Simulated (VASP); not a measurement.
# Hf3Br (P4/mmm) in VASP: a series of runs

The runs below take Hf3Br through single point, relaxation of cell and atoms, with PBE.

All numbers are computed with VASP 6.6.1; they aren't measurements. Logs are shortened: lines on timing, memory, paths and dates and some standing lists are left out, and cuts for length are marked.

## Step 1: The cell of the first run

It takes space group P4/mmm (No. 123, tetragonal). The conventional cell has a = 3.208 Å, b = 3.208 Å, c = 8.832 Å, α = 90.00°, β = 90.00°, γ = 90.00°. Hf (site symmetry 4mm) has 8 Hf at 3.11 to 3.21 Å and 4 Br at 3.22 Å within 4.1 Å. Within 4.1 Å of Hf (site symmetry 4/mmm) lie 12 Hf at 3.11 to 3.21 Å. Within 4.2 Å of Br (site symmetry 4/mmm) lie 4 Br at 3.21 Å and 8 Hf at 3.22 Å.

## Step 2: Single point, PBE

Input file INCAR:

```
PREC     = Accurate       # precision mode
ENCUT    = 520            # plane-wave cutoff, eV
EDIFF    = 1E-6           # SCF threshold, eV
ISMEAR   = 0              # smearing method
SIGMA    = 0.1            # smearing width, eV
LREAL    = False          # projectors in reciprocal space
LASPH    = True           # aspherical terms in the spheres
NELM     = 80             # most SCF steps
ALGO     = Normal         # electronic algorithm
ISIF     = 2              # what is computed and relaxed
LWAVE    = False          # write WAVECAR
LCHARG   = False          # write CHGCAR
GGA      = PE             # functional
NBANDS   = 26             # bands
```

Input file KPOINTS:

```
regular mesh
0
Gamma
  6 6 2
```

Input file POSCAR:

```
Hf3Br
1.0
    3.2079790698      0.0000000000      0.0000000000
    0.0000000000      3.2079790698      0.0000000000
    0.0000000000      0.0000000000      8.8318264650
Hf Br
3 1
Direct
    0.5000000000      0.5000000000      0.7416739905
    0.0000000000      0.0000000000      0.5000000000
    0.5000000000      0.5000000000      0.2583260095
    0.0000000000      0.0000000000      0.0000000000
```

Potentials or basis: VASP PAW PBE potentials, release 64 (Hf_pv, Br).

Command:

```sh
$ cat potpaw_PBE.64/Hf_pv/POTCAR potpaw_PBE.64/Br/POTCAR > POTCAR
$ mpirun -np 1 vasp_std > vasp.out
```

OUTCAR:

```text
PREC = Accurate
   ENCUT = 520
   EDIFF = 1E-6
   ISMEAR = 0
   LREAL = False
   LASPH = True
   NELM = 80
   ISIF = 2
   GGA = PE

 ion  position               nearest neighbor table
   1  0.500  0.500  0.742-   2 3.11   2 3.11   2 3.11   2 3.11   4 3.22   4 3.22   4 3.22   4 3.22

   2  0.000  0.000  0.500-   1 3.11   3 3.11   1 3.11   3 3.11   1 3.11   3 3.11   1 3.11   3 3.11

   3  0.500  0.500  0.258-   2 3.11   2 3.11   2 3.11   2 3.11   4 3.22   4 3.22   4 3.22   4 3.22

   4  0.000  0.000  0.000-   1 3.22   3 3.22   1 3.22   3 3.22   1 3.22   3 3.22   1 3.22   3 3.22

  LATTYP: Found a simple tetragonal cell.
 ALAT       =     3.2079790698
 C/A-ratio  =     2.7530810747

  Lattice vectors:

 A1 = (   3.2079790698,   0.0000000000,   0.0000000000)
 A2 = (   0.0000000000,   3.2079790698,   0.0000000000)
 A3 = (   0.0000000000,   0.0000000000,   8.8318264650)

Analysis of symmetry for initial positions (statically):
=====================================================================
 Subroutine PRICEL returns:
 Original cell was already a primitive cell.

 Routine SETGRP: Setting up the symmetry group for a
 simple tetragonal supercell.

 Subroutine GETGRP returns: Found 16 space group operations
 (whereof 16 operations were pure point group operations)
 out of a pool of 16 trial point group operations.

The static configuration has the point symmetry D_4h.

Analysis of symmetry for dynamics (positions and initial velocities):
=====================================================================
 Subroutine PRICEL returns:
 Original cell was already a primitive cell.

 Routine SETGRP: Setting up the symmetry group for a
 simple tetragonal supercell.

 Subroutine GETGRP returns: Found 16 space group operations
 (whereof 16 operations were pure point group operations)
 out of a pool of 16 trial point group operations.

The dynamic configuration has the point symmetry D_4h.

 Subroutine INISYM returns: Found 16 space group operations
 (whereof 16 operations are pure point group operations),
 and found     1 'primitive' translations

----------------------------------------------------------------------------------------

                                     Primitive cell

  volume of cell :      90.8895

[... 84 lines left out ...]
   LASPH  =      T    aspherical Exc in radial PAW
   ENCUT  =  520.0 eV  38.22 Ry    6.18 a.u.   5.96  5.96 16.42*2*pi/ulx,y,z
   NELM   =     80;   NELMIN=  2; NELMDL= -5     # of ELM steps
   EDIFF  = 0.1E-05   stopping-criterion for ELM
   LREAL  =      F    real-space projection
   EDIFFG = 0.1E-04   stopping-criterion for IOM
   NSW    =      0    number of steps for IOM
   IBRION =     -1    ionic relax: 0-MD 1-quasi-New 2-CG
   NFREE  =      0    steps in history (QN), initial steepest desc. (CG)
   ISIF   =      2    stress and relaxation
   ISYM   =      2    0-nonsym 1-usesym 2-fastsym
   POTIM  = 0.5000    time-step for ionic-motion
   TEBEG  =    0.0;   TEEND  =   0.0 temperature during run
   PSTRESS=    0.0 pullay stress
   NELECT =      37.0000    total number of electrons
   NUPDOWN=      -1.0000    fix difference up-down
   EMIN   =  10.00;   EMAX   =-10.00  energy-range for DOS
   EFERMI =   0.00;   METHOD = LEGACY
   ISMEAR =     0;   SIGMA  =   0.10  broadening in eV -4-tet -1-fermi 0-gaus
   EFERMI_NEDOS =   21; number of points for ismear=-14 and -15
   IALGO  =     38    algorithm
   IMIX   =      4    mixing-type and parameters
     AMIX     =   0.40;   BMIX     =  1.00
     AMIX_MAG =   1.60;   BMIX_MAG =  1.00
  volume/ion in A,a.u.               =      22.72       153.34
  Fermi-wavevector in a.u.,A,eV,Ry     =   1.213307  2.292819 20.029341  1.472115
  Thomas-Fermi vector in A             =   2.348764
   LORBIT       =      0    0 simple, 1 ext, 2 COOP (PROOUT), +10 PAW based schemes
   GGA     = PE    functional components
   LHFCALC =     F    Hartree Fock is set to
   AEXX    =    0.0000 exact exchange contribution
   IVDW    =     0    specifies the selected vdW correction
   LEPSILON=     F    determine dielectric tensor
   LRPA    =     F    only Hartree local field effects (RPA)
 non-spin polarized calculation
 Gauss-broadening in eV      SIGMA  =   0.10
  energy-cutoff  :      520.00
  volume of cell :       90.89
 maximum number of plane-waves:      2478
 NGX is ok and might be reduce to    24
   NGX = 11   NGY = 11   NGZ = 33

 number of electron      36.9999994 magnetization

 Free energy of the ion-electron system (eV)
  ---------------------------------------------------
  ext. energy  EPLUGINS =         0.00000000
  ---------------------------------------------------
  free energy    TOTEN  =       -31.60134624 eV

  energy without entropy =      -31.58390514  energy(sigma->0) =      -31.59262569

 E-fermi :   5.3992     XC(G=0): -10.8798

 val. band max:        5.3919802885   @ k =   0.3333   0.1667   0.5000
 cond. band min:       5.4345774850   @ k =   0.5000   0.0000   0.0000
 fundamental gap:      0.0425971965
 Fermi energy:         5.3992239777

 k-point     1 :       0.0000    0.0000    0.0000
  band No.  band energies     occupation
      1     -25.9190      2.00000
      2     -25.8625      2.00000
      3     -25.4590      2.00000
      4     -25.4590      2.00000
      5     -25.4353      2.00000
      6     -25.4353      2.00000
[... 569 lines left out ...]
     25       9.1761      0.00000
     26       9.3229      0.00000

------------------------ aborting loop because EDIFF is reached ----------------------------------------

  FORCE on cell =-STRESS in cart. coord.  units (eV):
  Direction    XX          YY          ZZ          XY          YZ          ZX
  --------------------------------------------------------------------------------------
  -------------------------------------------------------------------------------------
  Total       -0.1647473     -0.1647473     -0.3133139      0.0000000     -0.0000000      0.0000000
  in kB       -2.9041244     -2.9041244     -5.5230208      0.0000000     -0.0000000      0.0000000
  external PRESSURE =      -3.7770899 kB  Pullay stress =       0.0000000 kB

 VOLUME and BASIS-vectors are now :
 -----------------------------------------------------------------------------
  energy-cutoff  :      520.00
  volume of cell :       90.89
      direct lattice vectors                 reciprocal lattice vectors
     3.207979070  0.000000000  0.000000000     0.311722732  0.000000000  0.000000000
     0.000000000  3.207979070  0.000000000     0.000000000  0.311722732  0.000000000
     0.000000000  0.000000000  8.831826465     0.000000000  0.000000000  0.113226862

 POSITION                                       TOTAL-FORCE (eV/Angst)
 -----------------------------------------------------------------------------------
      1.60399      1.60399      6.55034         0.000000      0.000000     -0.035941
      0.00000      0.00000      4.41591         0.000000     -0.000000      0.000000
      1.60399      1.60399      2.28149         0.000000      0.000000      0.035941
      0.00000      0.00000      0.00000         0.000000     -0.000000      0.000000
 -----------------------------------------------------------------------------------
    total drift:                                0.000000     -0.000000     -0.000000

  FREE ENERGIE OF THE ION-ELECTRON SYSTEM (eV)
  ---------------------------------------------------
  free  energy   TOTEN  =       -31.6013462370 eV

  energy  without entropy=      -31.5839051429  energy(sigma->0) =      -31.59262569
```

stdout:

```text
POSCAR found type information on POSCAR HfBr
 POSCAR found :  2 types and       4 ions
 scaLAPACK will be used
 LDA part: xc-table for (Slater+PW92), standard interpolation
 POSCAR, INCAR and KPOINTS ok, starting setup
 FFT: planning ... GRIDC
 FFT: planning ... GRID_SOFT
 FFT: planning ... GRID
 WAVECAR not read
 entering main loop
```

It took 19 s on 1 thread of Intel Xeon Platinum 8481C at 2.70GHz (Sapphire Rapids), shared host; peak memory 0.21 GiB.

What came out:

```
Free energy   : -31.6013 eV
Pressure      : -0.4 GPa
Largest force : 0.036 eV/Å
```

Forces on the atoms (eV/Å):
```
Hf   0.000  0.000 -0.036
Hf   0.000  0.000  0.000
Hf   0.000  0.000  0.036
Br   0.000  0.000  0.000
```

Caveat: spin-orbit coupling is left out, which moves the levels of the heavy elements; an odd number of electrons without spin polarisation forces a metal; a magnetic or distorted state may lie lower.

## Step 3: Single point, PBE

This run uses another cell than the first one, of 29.97 Å³/atom, 1.319 times its volume.

Input file INCAR:

```
SYSTEM = Hf3Br
PREC     = Accurate       ! precision mode
ENCUT    = 520            ! plane-wave cutoff, eV
EDIFF    = 1E-6           ! SCF threshold, eV
ISMEAR   = 0              ! smearing method
SIGMA    = 0.1            ! smearing width, eV
LREAL    = .False.        ! projectors in reciprocal space
LASPH    = .True.         ! aspherical terms in the spheres
NELM     = 80             ! most SCF steps
ALGO     = Normal         ! electronic algorithm
ISIF     = 2              ! what is computed and relaxed
LWAVE    = .False.        ! write WAVECAR
LCHARG   = .False.        ! write CHGCAR
GGA      = PE             ! functional
NBANDS   = 26             ! bands
```

Input file KPOINTS:

```
Automatic mesh
0
Gamma
  6 6 2
  0 0 0
```

Input file POSCAR:

```
Hf3Br
1.0
    3.5791901600      0.0000000000      0.0000000000
    0.0000000000      3.5791901600      0.0000000000
    0.0000000000      0.0000000000      9.3586615300
Hf Br
3 1
Direct
    0.5000000000      0.5000000000      0.7621681700
    0.0000000000      0.0000000000      0.5000000000
    0.5000000000      0.5000000000      0.2378318300
    0.0000000000      0.0000000000      0.0000000000
```

Potentials or basis: VASP PAW PBE potentials, release 64 (Hf_pv, Br).

Command:

```sh
$ cat potpaw_PBE.64/Hf_pv/POTCAR potpaw_PBE.64/Br/POTCAR > POTCAR
$ mpirun -np 1 vasp_std > vasp.out
```

Wall time 28 s (1 thread of Intel Xeon Platinum 8481C at 2.70GHz (Sapphire Rapids), shared host); peak memory 0.24 GiB.

It converged, with:

```yaml
Free_energy: -29.3012 eV
Pressure: -16.0 GPa
Largest_force: 1.529 eV/Å
```

Forces on the atoms (eV/Å):
```
Hf   0.000  0.000 -1.529
Hf   0.000  0.000  0.000
Hf   0.000  0.000  1.529
Br   0.000  0.000  0.000
```

Stress tensor (GPa, compression positive):
```
-16.27   0.00   0.00
  0.00 -16.27   0.00
  0.00   0.00 -15.49
```

Levels at points of the mesh, in eV from the Fermi level:
| k point | band 14 | band 15 | band 16 | band 17 | band 18 | band 19 | band 20 | band 21 | band 22 | band 23 |
| --- | --- | --- | --- | --- | --- | --- | --- | --- | --- | --- |
| (0.00, 0.00, 0.00) | -4.00 | -2.40 | -2.12 | -1.32 | -0.68 | -0.18 | 0.34 | 1.00 | 1.07 | 1.07 |
| (0.50, 0.00, 0.00) | -2.87 | -2.75 | -1.90 | -0.30 | -0.25 | 0.16 | 0.46 | 0.76 | 0.84 | 0.88 |
| (0.50, 0.50, 0.00) | -2.09 | -1.80 | -1.08 | -1.08 | 0.04 | 0.04 | 0.06 | 0.16 | 0.86 | 0.86 |
| (0.00, 0.00, 0.50) | -4.00 | -3.90 | -1.41 | -1.24 | -0.84 | -0.34 | 0.45 | 1.22 | 1.22 | 1.72 |
| (0.50, 0.00, 0.50) | -2.85 | -2.66 | -2.06 | -0.37 | -0.18 | 0.33 | 0.52 | 0.55 | 0.98 | 1.11 |
| (0.50, 0.50, 0.50) | -1.82 | -1.06 | -0.94 | -0.94 | -0.86 | -0.84 | -0.39 | -0.39 | 1.44 | 1.44 |

Caveat: spin-orbit coupling is left out, which moves the levels of the heavy elements; an odd number of electrons without spin polarisation forces a metal; a magnetic or distorted state may lie lower.

## Step 4: Relaxation of cell and atoms, PBE

This run uses another cell than the first one, of 29.97 Å³/atom, 1.319 times its volume.

Input file INCAR:

```
SYSTEM = Hf3Br
  ALGO = Normal
  EDIFF = 1E-7
  EDIFFG = -0.04
  ENCUT = 600
  GGA = PE
  IBRION = 2
  ISIF = 3
  ISMEAR = 0
  LASPH = .TRUE.
  LCHARG = .FALSE.
  LREAL = .FALSE.
  LWAVE = .FALSE.
  NELM = 100
  NSW = 90
  PREC = Accurate
  SIGMA = 0.1
```

Input file KPOINTS:

```
k-points
0
G
  6 6 2
  0 0 0
```

POSCAR is that of step 3.

Command:

```sh
$ cat potpaw_PBE.64/Hf_pv/POTCAR potpaw_PBE.64/Br/POTCAR > POTCAR
$ mpirun -np 1 vasp_std > vasp.out
```

Wall time 3.9 min (1 thread of Intel Xeon Platinum 8481C at 2.70GHz (Sapphire Rapids), shared host); peak memory 0.29 GiB.

Results (log left out):

```
Free energy                            : -31.6040 eV
Relaxed volume                         : 22.68 Å³/atom
Relaxed cell                           : a = 3.213 Å, b = 3.213 Å, c = 8.786 Å, α = 90.00°, β = 90.00°, γ = 90.00°
Space group after relaxing (to 0.05 Å) : P4/mmm (No. 123)
Energy gained by relaxing              : 575.7 meV/atom
Ionic steps                            : 10
Pressure after relaxing                : -0.1 GPa
Largest force after relaxing           : 0.029 eV/Å
```

Forces in eV/Å, atoms in the order of the input:
```
Hf   0.000  0.000  0.029
Hf   0.000  0.000  0.000
Hf   0.000  0.000 -0.029
Br   0.000  0.000  0.000
```

Stress tensor (GPa, compression positive):
```
-0.23  0.00  0.00
 0.00 -0.23  0.00
 0.00  0.00  0.24
```

The path:
```csv
step,energy change (eV),largest force (eV/Å),pressure (GPa),volume (Å³)
1,0.0000,1.5291,-16.00,119.89
2,-1.4843,0.5112,21.08,75.08
3,-2.2212,0.4828,-0.08,87.86
4,-2.2213,0.4449,0.58,87.29
5,-2.2412,0.3501,0.66,87.61
6,-2.2846,0.1419,1.00,88.57
7,-2.2561,0.5385,2.00,90.47
8,-2.2966,0.0986,1.32,89.22
9,-2.2914,0.0639,-1.82,92.74
10,-2.3030,0.0293,-0.07,90.71
```

Final structure:
```
Hf Br
1.0
     3.21305    0.00000    0.00000
     0.00000    3.21305    0.00000
     0.00000    0.00000    8.78623
Hf Br
3 1
Cartesian
  1.6065 1.6065 6.5102
  0.0000 0.0000 4.3931
  1.6065 1.6065 2.2761
  0.0000 0.0000 0.0000
```

Levels at points of the mesh, in eV from the Fermi level:
```
           k point  band 16  band 17  band 18  band 19  band 20  band 21
(0.00, 0.00, 0.00)    -2.42    -2.11    -1.06     0.65     1.09     1.42
(0.50, 0.00, 0.00)    -2.06    -0.29     0.07     0.11     0.94     1.03
(0.50, 0.50, 0.00)    -1.77    -1.77    -0.20     0.19     0.19     0.38
(0.00, 0.00, 0.50)    -2.41    -2.07    -1.17     0.39     0.78     1.63
(0.50, 0.00, 0.50)    -2.72    -0.20    -0.14     0.64     0.82     0.95
(0.50, 0.50, 0.50)    -1.47    -1.47    -1.44    -0.66    -0.66    -0.51
```

Caveat: the volume moved by over 15 % at a fixed basis, so the end points are rough; spin-orbit coupling is left out, which moves the levels of the heavy elements; an odd number of electrons without spin polarisation forces a metal; a magnetic or distorted state may lie lower.

## Step 5: Single point, PBE

Input file INCAR:

```
SYSTEM = Hf3Br
ALGO     = Normal         ! electronic algorithm
EDIFF    = 1E-6           ! SCF threshold, eV
ENCUT    = 520            ! plane-wave cutoff, eV
GGA      = PE             ! functional
ISIF     = 2              ! what is computed and relaxed
ISMEAR   = 0              ! smearing method
LASPH    = .TRUE.         ! aspherical terms in the spheres
LCHARG   = .FALSE.        ! write CHGCAR
LREAL    = .FALSE.        ! projectors in reciprocal space
LWAVE    = .FALSE.        ! write WAVECAR
NBANDS   = 26             ! bands
NELM     = 60             ! most SCF steps
PREC     = Accurate       ! precision mode
SIGMA    = 0.1            ! smearing width, eV
```

Input file KPOINTS:

```
k-points
0
G
  14 14 6
  0 0 0
```

Input file POSCAR:

```
Hf3Br
1.0
    3.2184186387      0.0000000000      0.0000000000
    0.0000000000      3.2184186387      0.0000000000
    0.0000000000      0.0000000000      8.7678467037
Hf Br
3 1
Direct
    0.5000000000      0.5000000000      0.7421812790
    0.0000000000      0.0000000000      0.5000000000
    0.5000000000      0.5000000000      0.2578187210
    0.0000000000      0.0000000000      0.0000000000
```

Command:

```sh
$ cat potpaw_PBE.64/Hf_pv/POTCAR potpaw_PBE.64/Br/POTCAR > POTCAR
$ mpirun -np 1 vasp_std > vasp.out
```

Wall time 1.7 min (1 thread of Intel Xeon Platinum 8481C at 2.70GHz (Sapphire Rapids), shared host); peak memory 0.41 GiB.

Results (log left out):

| Quantity | Value |
| --- | --- |
| Free energy | -31.5917 eV |
| Pressure | -0.5 GPa |
| Largest force | 0.014 eV/Å |

Forces in eV/Å, atoms in the order of the input:
```
Hf   0.000  0.000 -0.014
Hf   0.000  0.000  0.000
Hf   0.000  0.000  0.014
Br   0.000  0.000  0.000
```

Levels at points of the mesh, in eV from the Fermi level:
```
           k point  band 14  band 15  band 16  band 17  band 18  band 19  band 20  band 21  band 22  band 23
(0.00, 0.00, 0.00)    -3.58    -3.25    -2.41    -2.11    -1.08     0.63     1.04     1.40     1.40     1.61
(0.50, 0.00, 0.00)    -3.36    -2.94    -2.06    -0.30     0.04     0.11     0.91     1.01     1.05     1.28
(0.50, 0.50, 0.00)    -2.94    -2.74    -1.77    -1.77    -0.19     0.19     0.19     0.32     1.18     1.18
(0.00, 0.00, 0.50)    -3.58    -3.58    -2.38    -2.06    -1.20     0.33     0.76     1.63     1.63     2.42
(0.50, 0.00, 0.50)    -2.95    -2.93    -2.72    -0.21    -0.16     0.63     0.79     0.93     1.12     1.27
(0.50, 0.50, 0.50)    -2.76    -1.74    -1.47    -1.47    -1.43    -0.67    -0.67    -0.58     2.28     2.28
```

Caveat: spin-orbit coupling is left out, which moves the levels of the heavy elements; an odd number of electrons without spin polarisation forces a metal; a magnetic or distorted state may lie lower.

## Step 6: The runs side by side

```tsv
task	cell	k mesh	cutoff (eV)	gap on the mesh (eV)	pressure (GPa)	largest force (eV/Å)
single point	a = 3.208, b = 3.208, c = 8.832 Å, 4 atoms	6 × 6 × 2	520	none	-0.4	0.04
single point	a = 3.579, b = 3.579, c = 9.359 Å, 4 atoms	6 × 6 × 2	520	none	-16.0	1.53
relaxation of cell and atoms	relaxed from a = 3.579, b = 3.579, c = 9.359 Å, 4 atoms	6 × 6 × 2	600	none	-0.1	0.03
single point	a = 3.218, b = 3.218, c = 8.768 Å, 4 atoms	14 × 14 × 6	520	none	-0.5	0.01
```

Alike in all rows: level PBE; potentials or basis VASP PAW PBE potentials, release 64 (Hf_pv, Br); no spin polarisation; smearing gaussian 0.1 eV.

Caveats: spin-orbit coupling is left out, which moves the levels of the heavy elements; an odd number of electrons without spin polarisation forces a metal; a magnetic or distorted state may lie lower; the volume moved by over 15 % at a fixed basis, so the end points are rough (some runs).

Absolute energies hang on the potentials; compare differences alone.
